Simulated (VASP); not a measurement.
Wanted: the native input for a VASP 6.6.1 run.

- Task: single point
- Functional: r2SCAN
- Potentials or basis: VASP PAW PBE potentials, release 64 (C)
- Cutoff: 520 eV
- k mesh: 12 × 12 × 12
- Occupations: gaussian, width 0.05 eV
- Spin: no spin polarisation
- Dipole correction: no
- Further INCAR settings: ALGO = Normal; EDIFF = 1e-07; NBANDS = 11

C:

```
CELL_PARAMETERS angstrom
1.22803 0.70900 3.26334
-1.22803 0.70900 3.26334
0.00000 -1.41800 3.26334
ATOMIC_POSITIONS crystal
C 0.16400 0.16400 0.16400
C 0.83600 0.83600 0.83600
```

This cell differs from its parent crystal: strain +0.000 along x and y, -0.025 along z.

These files were run (other wordings do the same):

POSCAR

```
C
1.0
    1.2280263465      0.7090013417      3.2633355684
   -1.2280263465      0.7090013417      3.2633355684
    0.0000000000     -1.4180026834      3.2633355684
C
2
Direct
    0.1640000000      0.1640000000      0.1640000000
    0.8360000000      0.8360000000      0.8360000000
```

INCAR.step1

```
SYSTEM = C
  ALGO = Normal
  EDIFF = 1E-4
  ENCUT = 520
  GGA = PE
  ISMEAR = 0
  LASPH = .TRUE.
  LCHARG = .FALSE.
  LREAL = .FALSE.
  LWAVE = .TRUE.
  NBANDS = 11
  NELM = 100
  PREC = Accurate
  SIGMA = 0.05
```

INCAR.step2

```
SYSTEM = C
  ALGO = Normal
  EDIFF = 1E-7
  ENCUT = 520
  ISIF = 2
  ISMEAR = 0
  ISTART = 1
  LASPH = .TRUE.
  LCHARG = .FALSE.
  LMIXTAU = .TRUE.
  LREAL = .FALSE.
  LWAVE = .FALSE.
  METAGGA = R2SCAN
  NBANDS = 11
  NELM = 100
  PREC = Accurate
  SIGMA = 0.05
```

KPOINTS

```
k-points
0
G
  12 12 12
  0 0 0
```

Potentials or basis: VASP PAW PBE potentials, release 64 (C).

Run with:

```sh
$ cat potpaw_PBE.64/C/POTCAR > POTCAR
$ cp INCAR.step1 INCAR
$ mpirun -np 1 vasp_std > vasp.out
$ cp INCAR.step2 INCAR
$ mpirun -np 1 vasp_std > vasp.out
```

Results of the run:

```json
{"Pressure": "1.2 GPa", "Largest force": "0.867 eV/Å", "Band gap on the k mesh": "0.91 eV, direct"}
```

Caveat: the cell differs from its parent crystal (strain +0.000 along x and y, -0.025 along z); the PAW data sets were made with another functional, which shifts forces and pressure a little.

Run time: 3.4 min on 1 thread of Intel(R) Xeon(R) Platinum 8259CL CPU @ 2.50GHz (Skylake/Cascade Lake) (shared host), peak memory 0.17 GiB.
